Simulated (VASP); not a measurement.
Write the native input for VASP 6.6.1 that does the following.

```
Task                   : single point
Functional             : r2SCAN
Potentials or basis    : VASP PAW PBE potentials, release 64 (Ta_pv, Si)
Cutoff                 : 520 eV
k mesh                 : 8 × 8 × 8
Occupations            : gaussian, width 0.1 eV
Spin                   : no spin polarisation
Dipole correction      : no
Further INCAR settings : ALGO = Normal; EDIFF = 1e-07; NBANDS = 28
```

Crystal: TaSi2.

```
Ta Si
1.0
     5.62809    0.00000    0.00000
     0.00000    5.62809    0.00000
     0.00000    0.00000    5.62809
Ta Si
2 4
Direct
  0.00000 0.00000 0.00000
  0.50000 0.50000 0.50000
  0.25000 0.25000 0.25000
  0.25000 0.75000 0.75000
  0.75000 0.75000 0.25000
  0.75000 0.25000 0.75000
```

One way to write it, as run:

POSCAR

```
TaSi2
1.0
    5.6280931110      0.0000000000      0.0000000000
    0.0000000000      5.6280931110      0.0000000000
    0.0000000000      0.0000000000      5.6280931110
Ta Si
2 4
Direct
    0.0000000000      0.0000000000      0.0000000000
    0.5000000000      0.5000000000      0.5000000000
    0.2500000000      0.2500000000      0.2500000000
    0.2500000000      0.7500000000      0.7500000000
    0.7500000000      0.7500000000      0.2500000000
    0.7500000000      0.2500000000      0.7500000000
```

INCAR.step1

```
SYSTEM = TaSi2
PREC = Accurate ; ENCUT = 520
ISMEAR = 0 ; SIGMA = 0.1
LREAL = .False. ; LASPH = .True.
NELM = 100 ; NBANDS = 28
GGA = PE ; ALGO = Normal
EDIFF = 1E-4 ; LWAVE = .True.
LCHARG = .False.
```

INCAR.step2

```
SYSTEM = TaSi2
PREC = Accurate ; ENCUT = 520
EDIFF = 1E-7 ; ISMEAR = 0
SIGMA = 0.1 ; LREAL = .False.
LASPH = .True. ; NELM = 100
ALGO = Normal ; ISIF = 2
LWAVE = .False. ; LCHARG = .False.
METAGGA = R2SCAN ; LMIXTAU = .True.
NBANDS = 28 ; ISTART = 1
```

KPOINTS

```
Automatic mesh
0
Gamma
  8 8 8
  0 0 0
```

Potentials or basis: VASP PAW PBE potentials, release 64 (Ta_pv, Si).

Launch:

```console
$ cat potpaw_PBE.64/Ta_pv/POTCAR potpaw_PBE.64/Si/POTCAR > POTCAR
$ cp INCAR.step1 INCAR
$ mpirun -np 1 vasp_std > vasp.out
$ cp INCAR.step2 INCAR
$ mpirun -np 1 vasp_std > vasp.out
```

Results of the run:

- Pressure: 0.0 GPa
- Band gap on the k mesh: zero (bands 19 and 20 overlap by 0.75 eV)

Caveat: the PAW data sets were made with another functional, which shifts forces and pressure a little; spin-orbit coupling is left out, which moves the levels of the heavy elements.

It took 6 min on 1 thread of Intel(R) Xeon(R) Platinum 8488C (Sapphire Rapids), with other jobs on the host, peak memory 0.37 GiB.
